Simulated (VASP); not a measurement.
Input of a VASP 6.6.1 run:

The input INCAR:

```
PREC = Accurate ; ENCUT = 520
EDIFF = 1E-6 ; ISMEAR = 0
SIGMA = 0.05 ; LREAL = F
LASPH = T ; NELM = 60
ALGO = Normal ; ISIF = 2
LWAVE = F ; LCHARG = F
GGA = PE ; NBANDS = 45
```

KPOINTS

```
regular mesh
0
Gamma
  6 6 6
```

Contents of POSCAR:

```
LiNbO3
1.0
    2.8131840873      1.6241925901      3.9628386510
   -2.8131840873      1.6241925901      3.9628386510
    0.0000000000     -3.2483851801      3.9628386510
Li Nb O
2 2 6
Direct
    0.2500000000      0.2500000000      0.2500000000
    0.7500000000      0.7500000000      0.7500000000
    0.0000000000      0.0000000000      0.0000000000
    0.5000000000      0.5000000000      0.5000000000
    0.1207624291      0.3792375709      0.7500000000
    0.7500000000      0.1207624291      0.3792375709
    0.3792375709      0.7500000000      0.1207624291
    0.8792375709      0.6207624291      0.2500000000
    0.2500000000      0.8792375709      0.6207624291
    0.6207624291      0.2500000000      0.8792375709
```

Potentials or basis: VASP PAW PBE potentials, release 64 (Li_sv, Nb_sv, O).

Command:

```bash
$ cat potpaw_PBE.64/Li_sv/POTCAR potpaw_PBE.64/Nb_sv/POTCAR potpaw_PBE.64/O/POTCAR > POTCAR
$ mpirun -np 1 vasp_std > vasp.out
```

Q: Estimate the band gap on the k mesh.

A: 1.34 eV.

Q: What does it give for the largest force?

A: 0.884 eV/Å.

Forces in eV/Å, atoms in the order of the input:
```
Li   0.000  0.000  0.000
Li   0.000  0.000  0.000
Nb   0.000  0.000  0.000
Nb   0.000  0.000  0.000
O    0.884  0.000  0.000
O   -0.442  0.765  0.000
O   -0.442 -0.765  0.000
O   -0.884  0.000  0.000
O    0.442 -0.765  0.000
O    0.442  0.765  0.000
```

 A k mesh can miss the band edges.
